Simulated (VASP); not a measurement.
C: single point with PBEsol

Crystal: C.

```
C
1.0
     2.45888    0.00000    0.00000
    -1.22944    2.12945    0.00000
     0.00000    0.00000    7.63582
C
4
Cartesian
  0.0000 0.0000 1.9090
  0.0000 0.0000 5.7269
  0.0000 1.4196 1.9090
  1.2294 0.7098 5.7269
```

This cell differs from its parent crystal: strain along c alone, the other axes held: +4.5 %.

```json
{"Program": "VASP 6.6.1", "Task": "single point", "Functional": "PBEsol", "Potentials or basis": "VASP PAW PBE potentials, release 64 (C)", "Cutoff": "520 eV", "k mesh": "24 × 24 × 8", "Occupations": "gaussian, width 0.1 eV", "Spin": "no spin polarisation", "Dipole correction": "no", "Further INCAR settings": "ALGO = Normal; EDIFF = 1e-07; NBANDS = 16"}
```

- Pressure: 0.5 GPa
- Band gap on the k mesh: zero (filled and empty bands overlap)

Stress tensor (GPa, compression positive):
```
 0.94  0.00  0.00
 0.00  0.94  0.00
 0.00  0.00 -0.29
```

Levels at points of the mesh, in eV from the Fermi level:
| k point | band 4 | band 5 | band 6 | band 7 | band 8 | band 9 | band 10 | band 11 | band 12 | band 13 |
| --- | --- | --- | --- | --- | --- | --- | --- | --- | --- | --- |
| (0.00, 0.00, 0.00) | -7.19 | -3.00 | -3.00 | -2.99 | -2.99 | 3.29 | 7.78 | 8.34 | 8.34 | 8.36 |
| (0.50, 0.00, 0.00) | -13.27 | -6.42 | -6.41 | -2.55 | -2.23 | 1.49 | 1.89 | 7.36 | 7.51 | 10.69 |
| (0.00, 0.00, 0.50) | -7.72 | -2.99 | -2.99 | -2.99 | -2.99 | 5.08 | 5.08 | 8.35 | 8.35 | 8.35 |
| (0.50, 0.00, 0.50) | -13.28 | -6.42 | -6.42 | -2.38 | -2.38 | 1.64 | 1.64 | 7.44 | 7.44 | 11.76 |

Run time: 120 s on 1 thread of AMD EPYC 7R13 Processor (Zen 3) (shared host), peak memory 0.22 GiB.

Caveat: the cell differs from its parent crystal (strain along c alone, the other axes held: +4.5 %); the PAW data sets were made with another functional, which shifts forces and pressure a little; this functional lacks dispersion, which binds the layers, so the pressure and a relaxed spacing across them are unreliable.
